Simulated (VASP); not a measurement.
A run of VASP 6.6.1 is set up as follows.

INCAR

```
SYSTEM = BN
PREC = Accurate ; ENCUT = 520
EDIFF = 1E-7 ; ISMEAR = 0
SIGMA = 0.05 ; LREAL = .FALSE.
LASPH = .TRUE. ; NELM = 80
ALGO = Normal ; ISIF = 2
LWAVE = .FALSE. ; LCHARG = .TRUE.
GGA = PE ; LELF = .TRUE.
LVHAR = .TRUE. ; NBANDS = 11
```

KPOINTS

```
regular mesh
0
G
  12 12 12
  0 0 0
```

POSCAR

```
BN
1.0
   -0.2718590671      1.7806768895      1.8123937807
    1.8123937807     -0.2718590671      1.8123937807
    1.5405347136      1.5088178224      0.0000000000
B N
1 1
Direct
    0.0000000000      0.0000000000      0.0000000000
    0.7500000000      0.7500000000      0.7500000000
```

Potentials or basis: VASP PAW PBE potentials, release 64 (B, N).

The run is started by

```bash
$ cat potpaw_PBE.64/B/POTCAR potpaw_PBE.64/N/POTCAR > POTCAR
$ mpirun -np 1 vasp_std > vasp.out
```

What does it give for the largest force?

1.225 eV/Å.

Estimate the band gap on the k mesh.

0.39 eV, indirect (least direct gap 2.64 eV).

Estimate the pressure.

52.9 GPa.

Stress tensor (GPa, compression positive):
```
 65.96 157.01   0.00
157.01  73.83   0.00
  0.00   0.00  18.78
```

Caveat: the cell differs from its parent crystal (engineering shear strain xz -0.3000, normal strain along z -0.0175); forces of over 1 eV/Å act on the atoms, so gaps and moduli don't describe the material at rest. A k mesh can miss the band edges.
